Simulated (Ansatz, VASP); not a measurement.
Two plane-wave programs on Zn12CO

```xyz
14
Lattice="5.2355 0.0000 0.0000 0.0000 4.8036 0.0000 0.0000 0.0000 24.1411" Properties=species:S:1:pos:R:3 pbc="T T T"
Zn    0.0000    3.6027    4.0000
Zn    2.6178    3.6027    4.0000
Zn    1.3089    1.2009    4.7557
Zn    3.9266    1.2009    4.7557
Zn    1.3089    3.6027    6.2670
Zn    3.9266    3.6027    6.2670
Zn    0.0000    1.2009    7.0672
Zn    2.6178    1.2009    7.0672
Zn    0.0000    3.6027    9.2159
Zn    2.6178    3.6027    9.2159
Zn    1.3089    1.2009    9.3911
Zn    3.9266    1.2009    9.3911
O     1.7452    1.2009   12.3911
C     1.7452    1.2009   13.5411
```

Alike in both runs: task single point; functional PBE; dispersion D3(BJ); k mesh 5 × 6 × 1; occupations gaussian, width 0.1 eV; no spin polarisation.

|  | VASP | Ansatz |
| --- | --- | --- |
| version | VASP 6.6.1 | Ansatz 0.2.0 |
| potentials or method | VASP PAW PBE potentials, release 64 (Zn, O, C), cutoff 520 eV | scalar-relativistic, plane waves, PAW |
| valence electrons in the cell | 154 | 154 |

VASP gave:

* gap on the k mesh at the Fermi level (eV): none
* rms of the force components (eV/Å): 0.303

Problem. What did Ansatz give for the same quantities?

Solution. gap on the k mesh at the Fermi level (eV): none; rms of the force components (eV/Å): 0.427.

Atom by atom the forces differ by 0.185 eV/Å (rms over components). A gap of «none» marks a metal or a gap that the smearing closes. One of these differences is far larger than is usual between the two programs; its cause wasn't traced.

Noted on VASP's run: the standard files for N, O and F lose accuracy on very short bonds.
